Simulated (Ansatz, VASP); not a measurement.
**MgI2 in VASP and in Ansatz**

Contents of INCAR:

```
ALGO = Normal ; EDIFF = 1E-6
ENCUT = 520 ; GGA = PS
ISIF = 2 ; ISMEAR = -1
LASPH = True ; LCHARG = True
LELF = True ; LREAL = False
LVHAR = True ; LWAVE = False
NBANDS = 15 ; NELM = 100
PREC = Accurate ; SIGMA = 0.05
```

File KPOINTS:

```
k-points
0
Gamma
  8 8 4
```

File POSCAR:

```
MgI2
1.0
    4.0840471951      0.0000000000      0.0000000000
   -2.0420235975      3.5368886212      0.0000000000
    0.0000000000      0.0000000000      6.7870156286
I Mg
2 1
Direct
    0.6666666667      0.3333333333      0.7500000000
    0.3333333333      0.6666666667      0.2500000000
    0.0000000000      0.0000000000      0.0000000000
```

Contents of input.yaml:

```yaml
crystal:
  lattice:
    - [4.0840471951, 0.0, 0.0]
    - [-2.0420235975, 3.5368886212, 0.0]
    - [0.0, 0.0, 6.7870156286]
  atoms:
    - { symbol: I, position: [0.6666666667, 0.3333333333, 0.75] }
    - { symbol: I, position: [0.3333333333, 0.6666666667, 0.25] }
    - { symbol: Mg, position: [0.0, 0.0, 0.0] }
kpoints:
  mp_grid: { grid: [8, 8, 4] }
scf:
  occupations: { method: fermi_dirac, width: 0.05 }
hamiltonian:
  xc: pbesol
  pseudopotentials: { kind: all_electron, lapw: { basis_error: 0.001 } }
output:
  forces: true
  stress: true
  eigenvalues: true
```

Change from the starting cell: volume scaled by 0.96.

Alike in both runs: task single point; functional PBEsol; k mesh 8 × 8 × 4; occupations fermi-dirac, width 0.05 eV; no spin polarisation.

|  | VASP | Ansatz |
| --- | --- | --- |
| version | VASP 6.6.1 | Ansatz 0.2.0 |
| potentials or method | VASP PAW PBE potentials, release 64 (I, Mg), cutoff 520 eV | all-electron LAPW, scalar-relativistic |

```tsv
	VASP	Ansatz	Ansatz less VASP
gap on the k mesh at the Fermi level (eV)	3.45	3.47	+0.013
least direct gap on the mesh (eV)	3.68	3.69	+0.007
pressure (GPa)	0.4	0.4	+0.02
traceless stress, the component that is largest in VASP (GPa)	-0.33	-0.33	-0.003
rms of the force components (eV/Å)	0.056	0.055	-0.0010
```

VASP's potentials were made for PBE, not for PBEsol. Atom by atom the forces differ by 0.001 eV/Å (rms over components). Ansatz ran all-electron here, and VASP with PAW potentials.

Spin-orbit coupling is off throughout.
